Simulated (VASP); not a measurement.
## Sr: single point with PBE

The system is Sr.

```
CELL_PARAMETERS angstrom
3.83130 0.00000 0.00000
0.00000 3.83130 0.00000
0.00000 0.00000 3.83130
ATOMIC_POSITIONS crystal
Sr 0.00000 0.00000 0.00000
```

This isn't the form of Sr at room conditions, which is fcc.

```json
{"Program": "VASP 6.6.1", "Task": "single point", "Functional": "PBE", "Potentials or basis": "VASP PAW PBE potentials, release 64 (Sr_sv)", "Cutoff": "520 eV", "k mesh": "28 × 28 × 28", "Occupations": "fermi-dirac, width 0.0612256 eV", "Spin": "no spin polarisation"}
```

```
Pressure               : 0.1 GPa
Band gap on the k mesh : zero (bands 5 and 6 overlap by 0.83 eV)
```

Levels at points of the mesh, in eV from the Fermi level:
```tsv
k point	band 1	band 2	band 3	band 4	band 5	band 6	band 7	band 8	band 9	band 10
(0.00, 0.00, 0.00)	-36.81	-18.66	-18.66	-18.66	-3.41	0.72	0.72	4.98	4.98	4.98
(0.50, 0.00, 0.00)	-36.79	-18.95	-18.63	-18.63	-1.21	-0.16	1.30	3.12	3.12	5.18
(0.50, 0.50, 0.00)	-36.77	-18.91	-18.91	-18.61	-0.48	0.75	2.34	2.34	3.55	3.55
(0.50, 0.50, 0.50)	-36.76	-18.88	-18.88	-18.88	0.55	0.55	0.55	4.54	5.23	5.23
```

Wall time 5.8 min on 1 thread of AMD EPYC 7R13 (shared host), peak memory 0.5 GiB.
